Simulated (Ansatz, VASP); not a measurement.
## CsMoPb4: VASP beside Ansatz

INCAR

```
SYSTEM = CsMoPb4
  ALGO = Fast
  EDIFF = 1E-6
  EDIFFG = -0.04
  ENCUT = 600
  GGA = PE
  IBRION = 2
  ISIF = 3
  ISMEAR = 0
  LASPH = .TRUE.
  LCHARG = .FALSE.
  LREAL = .FALSE.
  LWAVE = .FALSE.
  NELM = 60
  NSW = 90
  PREC = Accurate
  SIGMA = 0.1
```

File KPOINTS:

```
k-points
0
G
  3 3 4
  0 0 0
```

The input POSCAR:

```
CsMoPb4
1.0
    6.5045151000      0.0000000000      0.0000000000
   -3.2522575500      5.6330753200      0.0000000000
    0.0000000000      0.0000000000      6.3665214600
Cs Mo Pb
1 1 4
Direct
    0.0000000000      0.0000000000      0.0000000000
    0.0000000000      0.0000000000      0.5000000000
    0.3333333300      0.6666666700      0.5000000000
    0.6666666700      0.3333333300      0.5000000000
    0.3333333300      0.6666666700      0.0000000000
    0.6666666700      0.3333333300      0.0000000000
```

Input for Ansatz:

```yaml
crystal:
  lattice:
    - [6.5045151, 0.0, 0.0]
    - [-3.25225755, 5.63307532, 0.0]
    - [0.0, 0.0, 6.36652146]
  atoms:
    - { symbol: Cs, position: [0.0, 0.0, 0.0] }
    - { symbol: Mo, position: [0.0, 0.0, 0.5] }
    - { symbol: Pb, position: [0.33333333, 0.66666667, 0.5] }
    - { symbol: Pb, position: [0.66666667, 0.33333333, 0.5] }
    - { symbol: Pb, position: [0.33333333, 0.66666667, 0.0] }
    - { symbol: Pb, position: [0.66666667, 0.33333333, 0.0] }
basis:
  ecutwfc: 420
kpoints:
  mp_grid: { grid: [3, 3, 4] }
hamiltonian:
  xc: pbe
scf:
  occupations: { method: gaussian, width: 0.1 }
  lower_state_search: "off"
output:
  forces: true
  stress: true
  eigenvalues: true
relax:
  adjacent_minimum: "off"
  f_tol: 0.04
  max_steps: 70
  cell: { stress_tol: 0.4 }
```

Alike in both runs: task relaxation of cell and atoms; functional PBE; k mesh 3 × 3 × 4; occupations gaussian, width 0.1 eV; no spin polarisation.

|  | VASP | Ansatz |
| --- | --- | --- |
| version | VASP 6.6.1 | Ansatz 0.2.0 |
| potentials or method | VASP PAW PBE potentials, release 64 (Cs_sv, Mo_sv, Pb_d), cutoff 600 eV | scalar-relativistic, plane waves, PAW |
| valence electrons in the cell | 79 | 79 |

```tsv
	VASP	Ansatz	Ansatz less VASP
gap on the k mesh at the Fermi level, each at its own relaxed structure (eV)	none	none	-
relaxed volume (Å³/atom)	32.08	31.91	-0.172
relaxed length of the cell vector where the two differ most in proportion (Å)	6.525	6.510	-0.0150
```

A gap of «none» marks a metal or a gap that the smearing closes.

The k mesh is coarse, so the values compare programs but aren't converged. Spin-orbit coupling is off throughout. Noted on VASP's run: the volume moved by over 15 % at a fixed basis, so the end points are rough.
